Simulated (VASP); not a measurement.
# TiAl3: single point with PBE

Crystal: TiAl3.

```
Ti Al
1.0
    -1.89828    1.89828    4.25194
     1.89828   -1.89828    4.25194
     1.89828    1.89828   -4.25194
Ti Al
1 3
Direct
  0.00000 0.00000 0.00000
  0.25000 0.75000 0.50000
  0.75000 0.25000 0.50000
  0.50000 0.50000 0.00000
```

This cell differs from its parent crystal: volume scaled by 0.98.

```
Program             : VASP 6.6.1
Task                : single point
Functional          : PBE
Potentials or basis : VASP PAW PBE potentials, release 64 (Ti_sv, Al)
Cutoff              : 520 eV
k mesh              : 10 × 10 × 10
Occupations         : fermi-dirac, width 0.05 eV
Spin                : no spin polarisation
```

```
Pressure : 4.4 GPa
```

Stress tensor (GPa, compression positive):
```
4.49 0.00 0.00
0.00 4.49 0.00
0.00 0.00 4.23
```

Levels at points of the mesh, in eV from the Fermi level:
```tsv
k point	band 8	band 9	band 10	band 11	band 12	band 13	band 14	band 15
(0.00, 0.00, 0.00)	-1.45	-1.25	-1.25	0.86	1.79	1.79	2.25	2.61
(0.50, 0.00, 0.00)	-2.95	-1.08	-0.27	0.52	1.88	2.13	2.80	3.22
(0.50, 0.50, 0.00)	-3.82	-2.73	-2.22	-1.01	1.84	2.02	2.74	2.92
(0.50, 0.50, 0.50)	-0.92	-0.92	-0.24	0.72	0.72	0.98	3.12	4.95
```

Wall time 2.1 min on 1 thread of Intel(R) Xeon(R) Platinum 8375C CPU @ 2.90GHz (Ice Lake) (shared host), peak memory 0.3 GiB.
